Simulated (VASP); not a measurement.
Input of a VASP 6.6.1 run:

The input INCAR:

```
SYSTEM = Re
PREC = Accurate
ENCUT = 560
EDIFF = 1E-6
ISMEAR = 0
SIGMA = 0.05
LREAL = .False.
LASPH = .True.
NELM = 120
ALGO = Normal
ISIF = 2
LWAVE = .False.
LCHARG = .False.
NBANDS = 14
GGA_COMPAT = .False.
```

Contents of KPOINTS:

```
regular mesh
0
Gamma
  10 10 10
  0 0 0
```

POSCAR

```
Re
1.0
   -1.5166117494      1.5166117494      1.5166117494
    1.5166117494     -1.5166117494      1.5166117494
    1.5166117494      1.5166117494     -1.5166117494
Re
1
Direct
    0.0000000000      0.0000000000      0.0000000000
```

Potentials or basis: VASP PAW LDA potentials, release 64 (Re_sv_GW).

Run with:

```console
$ cat potpaw_LDA.64/Re_sv_GW/POTCAR > POTCAR
$ mpirun -np 1 vasp_std > vasp.out
```

(1) Predict the band gap on the k mesh.

(2) Estimate the pressure.

Answers

(1) zero (an odd number of electrons rules out a gap without spin polarisation).

(2) 15.2 GPa.

Caveat: the cell stands under pressure; spin-orbit coupling is left out, which moves the levels of the heavy elements.
